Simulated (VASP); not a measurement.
# SnO (Aem2) in VASP: single point with PBEsol

Aim: the single point of SnO with PBEsol.

Everything below comes from runs of VASP 6.6.1. Logs are shortened: lines on timing, memory, paths and dates and some standing lists are left out, and cuts for length are marked.

## 1. The cell of the first run

It takes space group Aem2 (No. 39, orthorhombic). Conventional cell: a = 9.495 Å, b = 5.381 Å, c = 5.381 Å, α = 90.00°, β = 90.00°, γ = 90.00°. Within 3.1 Å of Sn (site symmetry m) lie 4 O at 2.32 Å. Sn (site symmetry m) has 4 O at 2.14 Å within 2.8 Å. Within 2.8 Å of O (site symmetry 2) lie 4 Sn at 2.14 Å and 4 O at 2.69 Å. Within 3.1 Å of O (site symmetry 2) lie 4 Sn at 2.32 Å and 4 O at 2.69 Å.

## 2. Single point, PBEsol (mode 11 (199.4 1/cm) frozen in, largest displacement +0.175 Å)

Input file INCAR:

```
SYSTEM = SnO
PREC = Accurate
ENCUT = 520
EDIFF = 1E-6
ISMEAR = 0
SIGMA = 0.15
LREAL = .False.
LASPH = .True.
NELM = 100
ALGO = Normal
ISIF = 2
LWAVE = .False.
LCHARG = .False.
GGA = PS
NBANDS = 50
```

Input file KPOINTS:

```
regular mesh
0
Gamma
  10 10 4
  0 0 0
```

Input file POSCAR:

```
SnO
1.0
    2.6904552953     -2.6904757091      0.0000000000
    2.6904552953      2.6904757091      0.0000000000
    0.0000000000      0.0000000000      9.4948198460
Sn O
4 4
Direct
    0.9991879060      0.0008120940      1.0182933182
    0.0008076854      0.9991923146      0.4814311128
    0.5008076854      0.4991923146      0.2755688871
    0.4991879060      0.5008120940      0.7387066817
    0.0007956604      0.4992043396      0.3785000000
    0.9992370502      0.5007629498      0.8785000000
    0.5007956604      0.9992043396      0.3785000000
    0.4992370502      0.0007629498      0.8785000000
```

Potentials or basis: VASP PAW PBE potentials, release 64 (Sn_d, O).

Run with:

```console
$ cat potpaw_PBE.64/Sn_d/POTCAR potpaw_PBE.64/O/POTCAR > POTCAR
$ mpirun -np 1 vasp_std > vasp.out
```

OUTCAR:

```text
SYSTEM = SnO
   PREC = Accurate
   ENCUT = 520
   EDIFF = 1E-6
   ISMEAR = 0
   LREAL = .False.
   LASPH = .True.
   NELM = 100
   ISIF = 2
   GGA = PS

 ion  position               nearest neighbor table
   1  0.999  0.001  0.018-   6 2.32   8 2.32   8 2.32   6 2.32   3 3.63   3 3.63   3 3.63   3 3.64

   2  0.001  0.999  0.481-   5 2.14   7 2.14   5 2.14   7 2.14   3 3.33   3 3.33   3 3.33   3 3.33
                             4 3.63   4 3.63   4 3.63   4 3.64
   3  0.501  0.499  0.276-   5 2.14   7 2.14   7 2.14   5 2.14   2 3.33   2 3.33   2 3.33   2 3.33
                             1 3.63   1 3.63   1 3.63   1 3.64
   4  0.499  0.501  0.739-   6 2.32   8 2.32   6 2.32   8 2.32   2 3.63   2 3.63   2 3.63   2 3.64

   5  0.001  0.499  0.379-   2 2.14   3 2.14   2 2.14   3 2.14
   6  0.999  0.501  0.879-   1 2.32   4 2.32   1 2.32   4 2.32
   7  0.501  0.999  0.379-   2 2.14   3 2.14   2 2.14   3 2.14
   8  0.499  0.001  0.879-   1 2.32   4 2.32   1 2.32   4 2.32

  LATTYP: Found a simple tetragonal cell.
 ALAT       =     3.8048928023
 C/A-ratio  =     2.4954237450

  Lattice vectors:

 A1 = (   2.6904552953,  -2.6904757091,   0.0000000000)
 A2 = (   2.6904552953,   2.6904757091,   0.0000000000)
 A3 = (   0.0000000000,   0.0000000000,   9.4948198460)

Analysis of symmetry for initial positions (statically):
=====================================================================
 Subroutine PRICEL returns:
 Original cell was already a primitive cell.

 Routine SETGRP: Setting up the symmetry group for a
 simple tetragonal supercell.

 Subroutine GETGRP returns: Found  4 space group operations
 (whereof  2 operations were pure point group operations)
 out of a pool of 16 trial point group operations.

The static configuration has the point symmetry C_1h.
 The point group associated with its full space group is C_2v.

Analysis of symmetry for dynamics (positions and initial velocities):
=====================================================================
 Subroutine PRICEL returns:
 Original cell was already a primitive cell.

 Routine SETGRP: Setting up the symmetry group for a
 simple tetragonal supercell.

 Subroutine GETGRP returns: Found  4 space group operations
 (whereof  2 operations were pure point group operations)
 out of a pool of 16 trial point group operations.

The dynamic configuration has the point symmetry C_1h.
 The point group associated with its full space group is C_2v.

 Subroutine INISYM returns: Found  4 space group operations
 (whereof  2 operations are pure point group operations),
 and found     1 'primitive' translations

----------------------------------------------------------------------------------------

                                     Primitive cell

  volume of cell :     137.4585

  direct lattice vectors                    reciprocal lattice vectors
     2.690455295 -2.690475709  0.000000000     0.185842151 -0.185840741  0.000000000
     2.690455295  2.690475709  0.000000000     0.185842151  0.185840741  0.000000000
     0.000000000  0.000000000  9.494819846     0.000000000  0.000000000  0.105320587

  length of vectors
     3.804892802  3.804892802  9.494819846     0.262819494  0.262819494  0.105320587

  position of ions in fractional coordinates (direct lattice)
     0.999187906  0.000812094  0.018293318
     0.000807685  0.999192315  0.481431113
     0.500807685  0.499192315  0.275568887
     0.499187906  0.500812094  0.738706682
     0.000795660  0.499204340  0.378500000
     0.999237050  0.500762950  0.878500000
     0.500795660  0.999204340  0.378500000
     0.499237050  0.000762950  0.878500000

  ion indices of the primitive-cell ions
   primitive index   ion index
                 1           1
                 2           2
                 3           3
                 4           4
                 5           5
                 6           6
                 7           7
                 8           8

----------------------------------------------------------------------------------------

 KPOINTS: regular mesh

Automatic generation of k-mesh.
 Grid dimensions read from file:
 generate k-points for:   10   10    4

 Generating k-lattice:

  Cartesian coordinates                     Fractional coordinates (reciprocal lattice)
     0.018584215 -0.018584074  0.000000000     0.100000000  0.000000000  0.000000000
     0.018584215  0.018584074  0.000000000     0.000000000  0.100000000  0.000000000
     0.000000000  0.000000000  0.026330147     0.000000000  0.000000000  0.250000000

  Length of vectors
     0.026281949  0.026281949  0.026330147

  Shift w.r.t. Gamma in fractional coordinates (k-lattice)
     0.000000000  0.000000000  0.000000000

 Subroutine IBZKPT returns following result:
 ===========================================

 Found     93 irreducible k-points:

 Following reciprocal coordinates:
            Coordinates               Weight
  0.000000  0.000000  0.000000      1.000000
  0.100000  0.000000  0.000000      4.000000
  0.200000  0.000000  0.000000      4.000000
  0.300000  0.000000  0.000000      4.000000
  0.400000  0.000000  0.000000      4.000000
  0.500000  0.000000  0.000000      2.000000
[... 16 lines left out ...]
  0.300000  0.300000  0.000000      2.000000
 -0.300000  0.300000  0.000000      2.000000
 [... further k-points ...]
   k-points           NKPTS =     93   k-points in BZ     NKDIM =     93   number of bands    NBANDS=     50
   number of dos      NEDOS =    301   number of ions     NIONS =      8
   total plane-waves  NPLWV =  56448
   dimension x,y,z NGX =    28 NGY =   28 NGZ =   72
   dimension x,y,z NGXF=    56 NGYF=   56 NGZF=  144
   ions per type =               4   4
   NGX,Y,Z   is equivalent  to a cutoff of  12.23, 12.23, 12.61 a.u.
   NGXF,Y,Z  is equivalent  to a cutoff of  24.47, 24.47, 25.21 a.u.
 SYSTEM =  SnO
   PREC   = accura    normal or accurate (medium, high low for compatibility)
   ISTART =      0    job   : 0-new  1-cont  2-samecut
   ICHARG =      2    charge: 1-file 2-atom 10-const
   ISPIN  =      1    spin polarized calculation?
   LNONCOLLINEAR =      F non collinear calculations
   LSORBIT =      F    spin-orbit coupling
   LASPH  =      T    aspherical Exc in radial PAW
   ENCUT  =  520.0 eV  38.22 Ry    6.18 a.u.   7.07  7.07 17.65*2*pi/ulx,y,z
   NELM   =    100;   NELMIN=  2; NELMDL= -5     # of ELM steps
   EDIFF  = 0.1E-05   stopping-criterion for ELM
   LREAL  =      F    real-space projection
   EDIFFG = 0.1E-04   stopping-criterion for IOM
   NSW    =      0    number of steps for IOM
   IBRION =     -1    ionic relax: 0-MD 1-quasi-New 2-CG
   NFREE  =      0    steps in history (QN), initial steepest desc. (CG)
   ISIF   =      2    stress and relaxation
   ISYM   =      2    0-nonsym 1-usesym 2-fastsym
   POTIM  = 0.5000    time-step for ionic-motion
   TEBEG  =    0.0;   TEEND  =   0.0 temperature during run
   PSTRESS=    0.0 pullay stress
   NELECT =      80.0000    total number of electrons
   NUPDOWN=      -1.0000    fix difference up-down
   EMIN   =  10.00;   EMAX   =-10.00  energy-range for DOS
   EFERMI =   0.00;   METHOD = LEGACY
   ISMEAR =     0;   SIGMA  =   0.15  broadening in eV -4-tet -1-fermi 0-gaus
   EFERMI_NEDOS =   21; number of points for ismear=-14 and -15
   IALGO  =     38    algorithm
   IMIX   =      4    mixing-type and parameters
     AMIX     =   0.40;   BMIX     =  1.00
     AMIX_MAG =   1.60;   BMIX_MAG =  1.00
  volume/ion in A,a.u.               =      17.18       115.95
  Fermi-wavevector in a.u.,A,eV,Ry     =   1.366829  2.582933 25.418710  1.868223
  Thomas-Fermi vector in A             =   2.492936
   LORBIT       =      0    0 simple, 1 ext, 2 COOP (PROOUT), +10 PAW based schemes
   GGA     = PS    functional components
   LHFCALC =     F    Hartree Fock is set to
   AEXX    =    0.0000 exact exchange contribution
   IVDW    =     0    specifies the selected vdW correction
   LEPSILON=     F    determine dielectric tensor
   LRPA    =     F    only Hartree local field effects (RPA)
 non-spin polarized calculation
 Gauss-broadening in eV      SIGMA  =   0.15
  energy-cutoff  :      520.00
  volume of cell :      137.46
 maximum number of plane-waves:      3732
   NGX = 15   NGY = 15   NGZ = 35

 number of electron      79.9999982 magnetization

 Free energy of the ion-electron system (eV)
  ---------------------------------------------------
  ext. energy  EPLUGINS =         0.00000000
  ---------------------------------------------------
  free energy    TOTEN  =       -47.37727844 eV

  energy without entropy =      -47.37524720  energy(sigma->0) =      -47.37626282

 E-fermi :   7.0796     XC(G=0): -10.6036

 val. band max:        7.0517544558   @ k =   0.5000   0.5000   0.0000
 cond. band min:       7.3040308280   @ k =   0.5000   0.5000   0.2500
 fundamental gap:      0.2522763722
 Fermi energy:         7.0796456849

 k-point     1 :       0.0000    0.0000    0.0000
  band No.  band energies     occupation
      1     -15.5380      2.00000
      2     -14.8777      2.00000
      3     -14.6548      2.00000
      4     -14.6548      2.00000
      5     -14.6100      2.00000
      6     -14.5757      2.00000
[... 42 lines left out ...]
     49      13.0566      0.00000
     50      13.0570      0.00000

 k-point     2 :       0.1000    0.0000    0.0000
  band No.  band energies     occupation
      1     -15.5291      2.00000
      2     -14.9282      2.00000
      3     -14.6551      2.00000
      4     -14.6490      2.00000
      5     -14.6059      2.00000
      6     -14.5711      2.00000
[... 42 lines left out ...]
     49      12.8381      0.00000
     50      13.1076      0.00000

 k-point     3 :       0.2000    0.0000    0.0000
  band No.  band energies     occupation
      1     -15.5042      2.00000
      2     -15.0396      2.00000
      3     -14.6556      2.00000
      4     -14.6319      2.00000
      5     -14.5909      2.00000
      6     -14.5854      2.00000
[... 42 lines left out ...]
     49      12.9497      0.00000
     50      13.2338      0.00000

 k-point     4 :       0.3000    0.0000    0.0000
  band No.  band energies     occupation
      1     -15.4660      2.00000
      2     -15.1590      2.00000
      3     -14.6552      2.00000
      4     -14.6126      2.00000
      5     -14.6067      2.00000
      6     -14.5614      2.00000
[... 999 lines left out ...]
 k-point    23 :       0.3000    0.3000    0.0000
  band No.  band energies     occupation
      1     -15.4152      2.00000
      2     -15.2463      2.00000
      3     -14.6171      2.00000
      4     -14.5966      2.00000
      5     -14.5874      2.00000
      6     -14.5634      2.00000
[... 42 lines left out ...]
     49      12.7314      0.00000
     50      13.8390      0.00000

 k-point    24 :      -0.3000    0.3000    0.0000
  band No.  band energies     occupation
      1     -15.4152      2.00000
      2     -15.2463      2.00000
      3     -14.6171      2.00000
      4     -14.5966      2.00000
      5     -14.5874      2.00000
      6     -14.5634      2.00000
[... 42 lines left out ...]
     49      12.7312      0.00000
     50      13.8386      0.00000

 [... further k-points ...]
[... 5 lines left out ...]
  --------------------------------------------------------------------------------------
  -------------------------------------------------------------------------------------
  Total        3.1404453      3.1396470     -1.3352765      0.0000000      0.0000000      0.0000000
  in kB       36.6041425     36.5948382    -15.5636056      0.0000000      0.0000000      0.0000000
  external PRESSURE =      19.2117917 kB  Pullay stress =       0.0000000 kB

 VOLUME and BASIS-vectors are now :
 -----------------------------------------------------------------------------
  energy-cutoff  :      520.00
  volume of cell :      137.46
      direct lattice vectors                 reciprocal lattice vectors
     2.690455295 -2.690475709  0.000000000     0.185842151 -0.185840741  0.000000000
     2.690455295  2.690475709  0.000000000     0.185842151  0.185840741  0.000000000
     0.000000000  0.000000000  9.494819846     0.000000000  0.000000000  0.105320587

 POSITION                                       TOTAL-FORCE (eV/Angst)
 -----------------------------------------------------------------------------------
      2.69046     -2.68611      0.17369         0.000000     -0.003184     -2.735052
      2.69046      2.68613      4.57110         0.000000      0.002721      3.182820
      2.69046     -0.00435      2.61648         0.000000      0.002721     -3.182820
      2.69046      0.00437      7.01389         0.000000     -0.003184      2.735052
      1.34523      1.34096      3.59379         0.000000      0.001956     -0.000000
      4.03568     -1.34113      8.34120         0.000000     -0.001492     -0.000000
      4.03568      1.34096      3.59379         0.000000      0.001956     -0.000000
      1.34523     -1.34113      8.34120         0.000000     -0.001492     -0.000000
 -----------------------------------------------------------------------------------
    total drift:                               -0.000000     -0.000068     -0.000006

  FREE ENERGIE OF THE ION-ELECTRON SYSTEM (eV)
  ---------------------------------------------------
  free  energy   TOTEN  =       -47.3772784408 eV

  energy  without entropy=      -47.3752471982  energy(sigma->0) =      -47.37626282
```

It took 5.6 min on 1 thread of Intel Xeon 6975P-C (Granite Rapids), shared host; peak memory 0.54 GiB.

What came out:

```
Free energy   : -47.3773 eV
Pressure      : 1.9 GPa
Largest force : 3.183 eV/Å
```

Forces on the atoms (eV/Å):
```
Sn   0.000 -0.003 -2.735
Sn   0.000  0.003  3.183
Sn   0.000  0.003 -3.183
Sn   0.000 -0.003  2.735
O    0.000  0.002  0.000
O    0.000 -0.001  0.000
O    0.000  0.002  0.000
O    0.000 -0.001  0.000
```

Stress tensor (GPa, compression positive):
```
 3.66  0.00  0.00
 0.00  3.66  0.00
 0.00  0.00 -1.56
```

Caveat: the cell differs from its parent crystal (mode 11 (199.4 1/cm) frozen in, largest displacement +0.175 Å); the PAW data sets were made with another functional, which shifts forces and pressure a little; spin-orbit coupling is left out, which moves the levels of the heavy elements.
